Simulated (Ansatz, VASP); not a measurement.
## Two plane-wave programs on NaI

Contents of INCAR:

```
PREC = Accurate
ENCUT = 520
EDIFF = 1E-7
ISMEAR = 0
SIGMA = 0.05
LREAL = False
LASPH = True
NELM = 60
ALGO = Normal
ISIF = 2
LWAVE = False
LCHARG = False
GGA = PE
NBANDS = 14
```

File KPOINTS:

```
Automatic mesh
0
Gamma
  6 6 6
```

File POSCAR:

```
NaI
1.0
    0.0000000000      3.2364000000      3.2364000000
    3.2364000000      0.0000000000      3.2364000000
    3.2364000000      3.2364000000      0.0000000000
Na I
1 1
Direct
    0.0000000000      0.0000000000      0.0000000000
    0.5270362131      0.5270362131      0.4729637869
```

Input for Ansatz:

```yaml
crystal:
  lattice:
    - [0.0, 3.2364, 3.2364]
    - [3.2364, 0.0, 3.2364]
    - [3.2364, 3.2364, 0.0]
  atoms:
    - { symbol: Na, position: [0.0, 0.0, 0.0] }
    - { symbol: I, position: [0.5270362131, 0.5270362131, 0.4729637869] }
basis:
  ecutwfc: 420
kpoints:
  mp_grid: { grid: [6, 6, 6] }
hamiltonian:
  xc: pbe
scf:
  occupations: { method: gaussian, width: 0.05 }
output:
  forces: true
  stress: true
  eigenvalues: true
```

Change from the starting cell: all I atoms moved +0.175 Å, as atom 2 along Cartesian [0 0 1].

Alike in both runs: task single point; functional PBE; k mesh 6 × 6 × 6; occupations gaussian, width 0.05 eV; no spin polarisation.

|  | VASP | Ansatz |
| --- | --- | --- |
| version | VASP 6.6.1 | Ansatz 0.2.0 |
| potentials or method | VASP PAW PBE potentials, release 64 (Na_pv, I), cutoff 520 eV | scalar-relativistic, plane waves, PAW |
| valence electrons in the cell | 14 | 26 |

```csv
,VASP,Ansatz,Ansatz less VASP
gap on the k mesh at the Fermi level (eV),3.65,3.65,+0.004
least direct gap on the mesh (eV),3.65,3.65,+0.004
pressure (GPa),0.6,0.6,-0.01
"traceless stress, the component that is largest in VASP (GPa)",0.39,0.39,-0.003
rms of the force components (eV/Å),0.101,0.101,-0.0009
```

Atom by atom the forces differ by 0.001 eV/Å (rms over components). VASP's potentials hold 14 valence electrons a cell and Ansatz's 26, so a difference there can come from the potentials and not from the codes.

Neither program's run includes spin-orbit coupling.
